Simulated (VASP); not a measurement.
Crystal: SnO2.

```xyz
6
Lattice="4.7130 0.0000 0.0000 0.0000 4.7130 0.0000 0.0000 0.0000 3.2236" Properties=species:S:1:pos:R:3 pbc="T T T"
Sn    0.0000    0.0000    0.0000
Sn    2.3565    2.3565    1.6118
O     1.4421    1.4421    0.0000
O     0.9144    3.7986    1.6118
O     3.7986    0.9144    1.6118
O     3.2709    3.2709    0.0000
```

This cell differs from its parent crystal: epitaxial xy strain -1.0%.

Base run:

| Property | Result |
| --- | --- |
| Program | VASP 6.6.1 |
| Functional | PBE |
| Potentials or basis | VASP PAW PBE potentials, release 64 (Sn_d, O) |
| Cutoff | 520 eV |
| k mesh | 6 × 6 × 8 |
| Occupations | fermi-dirac, width 0.02 eV |
| Spin | no spin polarisation |

Its results: band gap on the k mesh 1.18 eV, direct; pressure 10.7 GPa; largest force 0.024 eV/Å.

Task: The run is repeated on the same cell with these changes: functional from PBE to r2SCAN; occupations from fermi-dirac, width 0.02 eV to gaussian, width 0.01 eV. What comes out?

Result: Band gap on the k mesh 1.90 eV, direct; pressure 3.3 GPa; largest force 0.012 eV/Å.

Caveats: spin-orbit coupling is left out, which moves the levels of the heavy elements; the PAW data sets were made with another functional, which shifts forces and pressure a little (some runs).

